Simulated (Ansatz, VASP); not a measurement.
# One calculation of Lu2ScN3, two programs

```
Lu Sc N
1.0
     4.75544    0.00000    0.00000
    -2.37772    4.11833    0.00000
     0.00000    0.00000    4.32265
Lu Sc N
2 1 3
Cartesian
  0.0000 2.7456 0.0000
  2.3777 1.3728 0.0000
  0.0000 0.0000 2.1613
  0.0000 2.7456 2.1613
  2.3777 1.3728 2.1613
  0.0000 0.0000 0.0000
```

Alike in both runs: task single point; functional PBE; k mesh 6 × 6 × 4; occupations gaussian, width 0.1 eV; collinear spin.

|  | VASP | Ansatz |
| --- | --- | --- |
| version | VASP 6.6.1 | Ansatz 0.2.0 |
| potentials or method | VASP PAW PBE potentials, release 64 (Lu, Sc_sv, N), cutoff 520 eV | scalar-relativistic, plane waves, PAW |
| valence electrons in the cell | 76 | 76 |

VASP gave:

| Item | Value |
| --- | --- |
| gap on the k mesh at the Fermi level (eV) | none |
| pressure (GPa) | 0.9 |
| traceless stress, the component that is largest in VASP (GPa) | 0.48 |
| net moment per atom (μB) | 0.00 |

**Question.** Estimate Ansatz's values.

**Answer.** gap on the k mesh at the Fermi level (eV): none; pressure (GPa): 0.1; traceless stress, the component that is largest in VASP (GPa): -0.37; net moment per atom (μB): 0.00.

A gap of «none» marks a metal or a gap that the smearing closes. Ansatz's warnings: seeded moment not kept.

The k mesh is coarse, so the values compare programs but aren't converged. Neither program's run includes spin-orbit coupling.
